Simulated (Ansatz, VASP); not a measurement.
## CsBe: VASP beside Ansatz

```
CELL_PARAMETERS angstrom
3.48576 0.00000 0.00000
0.00000 3.48576 0.00000
0.00000 0.00000 4.56883
ATOMIC_POSITIONS crystal
Cs 0.50000 0.50000 0.50000
Be 0.00000 0.00000 0.00000
```

Alike in both runs: task relaxation of cell and atoms; functional PBE; k mesh 6 × 6 × 4; occupations gaussian, width 0.1 eV; no spin polarisation.

```csv
,VASP,Ansatz
version,VASP 6.6.1,Ansatz 0.2.0
potentials or method,"VASP PAW PBE potentials, release 64 (Cs_sv, Be), cutoff 600 eV","scalar-relativistic, plane waves, PAW"
valence electrons in the cell,11,11
```

VASP gave:

| Quantity | Value |
| --- | --- |
| gap on the k mesh at the Fermi level, each at its own relaxed structure (eV) | none |
| relaxed volume (Å³/atom) | 41.90 |
| relaxed cell length with the largest relative difference (Å) | 4.025 |

**Question.** What did Ansatz give for the same quantities?

**Answer.** gap on the k mesh at the Fermi level, each at its own relaxed structure (eV): none; relaxed volume (Å³/atom): 42.21; relaxed cell length with the largest relative difference (Å): 4.219.

A gap of «none» marks a metal or a gap that the smearing closes.

Spin-orbit coupling is off throughout. Noted on VASP's run: the volume moved by over 15 % at a fixed basis, so the end points are rough.
